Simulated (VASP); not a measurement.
# ZrO2: single point with PBE

ZrO2:

```
Zr O
1.0
     0.00000    2.47874    2.47874
     2.47874    0.00000    2.47874
     2.47874    2.47874    0.00000
Zr O
1 2
Direct
  0.00000 0.00000 0.00000
  0.25000 0.25000 0.25000
  0.75000 0.75000 0.75000
```

| Item | Value |
| --- | --- |
| Program | VASP 6.6.1 |
| Task | single point |
| Functional | PBE |
| Potentials or basis | VASP PAW PBE potentials, release 64 (Zr_sv, O) |
| Cutoff | 600 eV |
| k mesh | 8 × 8 × 8 |
| Occupations | gaussian, width 0.02 eV |
| Spin | no spin polarisation |
| Dipole correction | no |
| Further INCAR settings | ALGO = Normal; EDIFF = 1e-06; NBANDS = 19 |

- Pressure: 27.4 GPa
- Band gap on the k mesh: 3.57 eV (least direct gap 4.08 eV)

Levels at points of the mesh, in eV from the valence-band top:
```tsv
k point	band 9	band 10	band 11	band 12	band 13	band 14	band 15	band 16
(0.00, 0.00, 0.00)	-5.71	-0.56	-0.56	-0.56	3.57	3.57	7.18	10.36
(0.50, 0.00, 0.00)	-2.67	-2.54	-1.70	-1.70	4.31	4.31	6.84	9.28
(0.50, 0.50, 0.00)	-3.27	-1.63	-1.63	0.00	4.08	5.17	6.58	7.99
```

Wall time 11 s on 1 thread of Intel(R) Xeon(R) 6975P-C (Granite Rapids) (shared host), peak memory 0.16 GiB.

Caveat: the cell stands under pressure. A k mesh can miss the band edges.
